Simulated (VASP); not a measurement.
Set up this calculation in VASP 6.6.1, as the native input.

* Task: single point
* Functional: PBEsol
* Potentials or basis: VASP PAW PBE potentials, release 64 (Ta_pv)
* Cutoff: 520 eV
* k mesh: 14 × 14 × 14
* Occupations: fermi-dirac, width 0.05 eV
* Spin: no spin polarisation
* Dipole correction: no
* Further INCAR settings: ALGO = Normal; EDIFF = 1e-06; NBANDS = 12

The structure of Ta lies in POSCAR:

```
Ta
1.0
    2.2841011760      0.0000000000      0.0000000000
    0.0000000000      2.2841011760      0.0000000000
    0.0000000000      0.0000000000      2.2841011760
Ta
1
Direct
    0.0000000000      0.0000000000      0.0000000000
```

This cell differs from its parent crystal: volume scaled by 0.6.

These files were run (other wordings do the same):

INCAR

```
PREC = Accurate ; ENCUT = 520
EDIFF = 1E-6 ; ISMEAR = -1
SIGMA = 0.05 ; LREAL = F
LASPH = T ; NELM = 100
ALGO = Normal ; ISIF = 2
LWAVE = F ; LCHARG = F
GGA = PS ; NBANDS = 12
```

KPOINTS

```
regular mesh
0
Gamma
  14 14 14
```

Potentials or basis: VASP PAW PBE potentials, release 64 (Ta_pv).

Command:

```bash
$ cat potpaw_PBE.64/Ta_pv/POTCAR > POTCAR
$ mpirun -np 1 vasp_std > vasp.out
```

Results of the run:

| Quantity | Value |
| --- | --- |
| Pressure | 223.2 GPa |

Caveat: the PAW data sets were made with another functional, which shifts forces and pressure a little.

Wall time 8.2 s on 1 thread of Intel Xeon 6975P-C (shared host), peak memory 0.13 GiB.
